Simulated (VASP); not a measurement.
Write the native input for VASP 6.6.1 that does the following.

* Task: single point
* Functional: r2SCAN
* Potentials or basis: VASP PAW PBE potentials, release 64 (Tl_d)
* Cutoff: 520 eV
* k mesh: 11 × 11 × 11
* Occupations: gaussian, width 0.1 eV
* Spin: non-collinear spin, zero start, spin-orbit coupling
* Starting moments: [[0.0, 0.0, 0.0]] μB
* Dipole correction: no
* Further INCAR settings: ALGO = Normal; EDIFF = 1e-07; NBANDS = 24

The system is Tl.

```xyz
1
Lattice="-1.9560 1.9560 1.9560 1.9560 -1.9560 1.9560 1.9560 1.9560 -1.9560" Properties=species:S:1:pos:R:3 pbc="T T T"
Tl    0.0000    0.0000    0.0000
```

This isn't the form of Tl at room conditions, which is hcp.

The input as run:

POSCAR

```
Tl
1.0
   -1.9559951735      1.9559951735      1.9559951735
    1.9559951735     -1.9559951735      1.9559951735
    1.9559951735      1.9559951735     -1.9559951735
Tl
1
Direct
    0.0000000000      0.0000000000      0.0000000000
```

INCAR.step1

```
SYSTEM = Tl
PREC = Accurate
ENCUT = 520
ISMEAR = 0
SIGMA = 0.1
LREAL = .FALSE.
LASPH = .TRUE.
NELM = 150
MAGMOM = 0 0 0
LSORBIT = .TRUE.
GGA_COMPAT = .FALSE.
NBANDS = 24
GGA = PE
ALGO = Normal
EDIFF = 1E-4
LWAVE = .TRUE.
LCHARG = .FALSE.
```

INCAR.step2

```
SYSTEM = Tl
PREC = Accurate
ENCUT = 520
EDIFF = 1E-7
ISMEAR = 0
SIGMA = 0.1
LREAL = .FALSE.
LASPH = .TRUE.
NELM = 150
ALGO = Normal
ISIF = 2
LWAVE = .FALSE.
LCHARG = .TRUE.
MAGMOM = 0 0 0
LORBIT = 11
LSORBIT = .TRUE.
GGA_COMPAT = .FALSE.
LORBMOM = .TRUE.
METAGGA = R2SCAN
LMIXTAU = .TRUE.
LVHAR = .TRUE.
NBANDS = 24
ISTART = 1
```

KPOINTS

```
regular mesh
0
G
  11 11 11
  0 0 0
```

Potentials or basis: VASP PAW PBE potentials, release 64 (Tl_d).

Launch:

```sh
$ cat potpaw_PBE.64/Tl_d/POTCAR > POTCAR
$ cp INCAR.step1 INCAR
$ mpirun -np 1 vasp_ncl > vasp.out
$ cp INCAR.step2 INCAR
$ mpirun -np 1 vasp_ncl > vasp.out
```

Results of the run:

* Pressure: -0.3 GPa
* Net moment: 0.00 μB per cell
* Valence electrons inside the program's atomic spheres: Tl 11.20

Caveat: the PAW data sets were made with another functional, which shifts forces and pressure a little.

It took 14 min on 1 thread of Intel Xeon 8259CL (shared host), peak memory 0.31 GiB.
